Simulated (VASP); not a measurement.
Set up this calculation in VASP 6.6.1, as the native input.

```yaml
Task: relaxation of cell and atoms
Functional: PBE
Dispersion: D3(BJ)
Potentials_or_basis: VASP PAW PBE potentials, release 64 (P, N)
Cutoff: 600 eV
k_mesh: 20 × 20 × 20
Occupations: gaussian, width 0.1 eV
Spin: no spin polarisation
Dipole_correction: no
Further_INCAR_settings: ALGO = Normal; EDIFF = 1e-06; IBRION = 2; EDIFFG = -0.01; NSW = 100; ISIF = 3
```

The structure of PN lies in POSCAR:

```
PN
1.0
    2.6555082070      0.0000000000      0.0000000000
    0.0000000000      2.6555082070      0.0000000000
    0.0000000000      0.0000000000      2.6415535621
P N
1 1
Direct
    0.0000000000      0.0000000000      0.5000000000
    0.5000000000      0.5000000000      0.5000000000
```

The input as run:

INCAR

```
SYSTEM = PN
  ALGO = Normal
  EDIFF = 1E-6
  EDIFFG = -0.01
  ENCUT = 600
  GGA = PE
  IBRION = 2
  ISIF = 3
  ISMEAR = 0
  IVDW = 12
  LASPH = .True.
  LCHARG = .False.
  LREAL = .False.
  LWAVE = .False.
  NELM = 100
  NSW = 100
  PREC = Accurate
  SIGMA = 0.1
```

KPOINTS

```
k-points
0
Gamma
  20 20 20
  0 0 0
```

Potentials or basis: VASP PAW PBE potentials, release 64 (P, N).

Launch:

```sh
$ cat potpaw_PBE.64/P/POTCAR potpaw_PBE.64/N/POTCAR > POTCAR
$ mpirun -np 1 vasp_std > vasp.out
```

Results of the run:

The relaxed volume is 9.27 Å³/atom, the relaxed cell is a = 2.651 Å, b = 2.651 Å, c = 2.638 Å, α = 90.00°, β = 90.00°, γ = 90.00° and the space group after relaxing (to 0.05 Å) is P4/mmm (No. 123). The energy gained by relaxing is 0.1 meV/atom, the ionic steps are 4 and the pressure after relaxing is 0.0 GPa. The band gap on the k mesh is zero (band 5 reaches 11.75 eV, above the bottom of band 6 at 7.01 eV) and the dispersion energy per atom is -0.359 eV.

Caveat: pairwise dispersion overbinds metals, which lowers pressure and volume.

Wall time 86 s on 1 thread of Intel(R) Xeon(R) 6975P-C (Granite Rapids), on a shared host, peak memory 0.28 GiB.
